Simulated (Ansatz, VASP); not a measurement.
**ScAl2N3: VASP beside Ansatz**

```
CELL_PARAMETERS angstrom
5.09682 0.00000 0.00000
-2.54841 4.41398 0.00000
0.00000 0.00000 2.77027
ATOMIC_POSITIONS crystal
Sc 0.00000 0.00000 0.53185
Al 0.66667 0.33333 0.03239
Al 0.33333 0.66667 0.03239
N 0.50000 0.50000 0.53234
N 0.50000 0.00000 0.53234
N 0.00000 0.50000 0.53234
```

Change from the starting cell: species swapped into the ErCo3Ge2 type (P6mm, No. 183).

Alike in both runs: functional PBE; k mesh 3 × 3 × 3; occupations gaussian, width 0.15 eV; no spin polarisation.

Ansatz relaxed the structure, and its values are those at the end. VASP's run is a single point on that final structure, the one shown.

|  | VASP | Ansatz |
| --- | --- | --- |
| version | VASP 6.6.1 | Ansatz 0.2.0 |
| potentials or method | VASP PAW PBE potentials, release 64 (Sc_sv, Al, N), cutoff 600 eV | scalar-relativistic, plane waves, PAW |
| valence electrons in the cell | 32 | 32 |

```tsv
	VASP	Ansatz	Ansatz less VASP
gap on the k mesh at the Fermi level (eV)	none	none	-
pressure (GPa)	-0.4	-0.3	+0.14
```

A gap of «none» marks a metal or a gap that the smearing closes. The functional is the same, so the differences come from potentials, cutoffs and numerics.

The k mesh is coarse, so the values compare programs but aren't converged.
